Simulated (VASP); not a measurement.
LiH, 4 atoms in the cell. Symmetry: P6_3/mmc, No. 194, hexagonal system. Conventional cell: a = 3.253 Å, b = 3.253 Å, c = 4.072 Å, α = 90.00°, β = 90.00°, γ = 120.00°. Within 2.5 Å of Li (site symmetry -6m2) lie 5 H at 1.88 to 2.04 Å. Within 2.5 Å of H (site symmetry -6m2) lie 5 Li at 1.88 to 2.04 Å. 

- Program: VASP 6.6.1
- Task: relaxation of cell and atoms
- Functional: LDA
- Potentials or basis: VASP PAW LDA potentials, release 64 (Li_sv, H)
- Cutoff: 600 eV
- k mesh: 12 × 12 × 6
- Occupations: fermi-dirac, width 0.02 eV
- Spin: no spin polarisation
- Dipole correction: no
- Further INCAR settings: ALGO = Normal; EDIFF = 1e-06; IBRION = 2; EDIFFG = -0.005; NSW = 80; ISIF = 3

Potentials or basis: VASP PAW LDA potentials, release 64 (Li_sv, H).

Run with:

```bash
$ cat potpaw_LDA.64/Li_sv/POTCAR potpaw_LDA.64/H/POTCAR > POTCAR
$ mpirun -np 1 vasp_std > vasp.out
```

Hardware: 1 thread of AMD EPYC 7R13 Processor (Zen 3) (shared host).

Q: Estimate the wall time of this run.

A: Run time: 51 s on 1 thread of AMD EPYC 7R13 Processor (Zen 3), with other jobs on the host, peak memory 0.12 GiB. Counts: scf iterations 29, k points 76, ion steps 4.
